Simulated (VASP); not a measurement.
Input of a VASP 6.6.1 run:

Contents of INCAR:

```
  ALGO = Normal
  EDIFF = 1E-6
  ENCUT = 600
  GGA = PE
  GGA_COMPAT = False
  ISIF = 2
  ISMEAR = 0
  LASPH = True
  LCHARG = False
  LREAL = False
  LWAVE = False
  NBANDS = 44
  NELM = 120
  PREC = Accurate
  SIGMA = 0.2
```

KPOINTS

```
k-points
0
Gamma
  3 3 5
```

The input POSCAR:

```
Nb3WC4
1.0
    6.0234166700     -0.0000000028      0.0000000000
   -3.0117083326      5.2164318552      0.0000000000
    0.0000000000      0.0000000000      2.8855382296
Nb W C
3 1 4
Direct
    0.5016326426      0.0032652853      0.0000000000
    0.5016326426      0.4983673574      0.0000000000
   -0.0032652853      0.4983673574      0.0000000000
    0.0000000000      0.0000000000      0.0000000000
    0.6786731649      0.8393365824      0.5000000000
    0.1606634176      0.8393365824      0.5000000000
    0.6666666667      0.3333333333      0.5000000000
    0.1606634176      0.3213268351      0.5000000000
```

Potentials or basis: VASP PAW PBE potentials, release 64 (Nb_sv, W_sv, C).

Launch:

```sh
$ cat potpaw_PBE.64/Nb_sv/POTCAR potpaw_PBE.64/W_sv/POTCAR potpaw_PBE.64/C/POTCAR > POTCAR
$ mpirun -np 1 vasp_std > vasp.out
```

Question: Predict the pressure.

Answer: -0.4 GPa.

Question: Predict the largest force.

Answer: 0.091 eV/Å.

Question: What does it give for the band gap on the k mesh?

Answer: Zero (an odd number of electrons rules out a gap without spin polarisation).

Stress tensor (GPa, compression positive):
```
-0.40  0.00  0.00
 0.00 -0.40  0.00
 0.00  0.00 -0.30
```

Caveat: the k points lie up to 0.44 Å⁻¹ apart, too coarse for converged energies and pressures of a metal; spin-orbit coupling is left out, which moves the levels of the heavy elements.
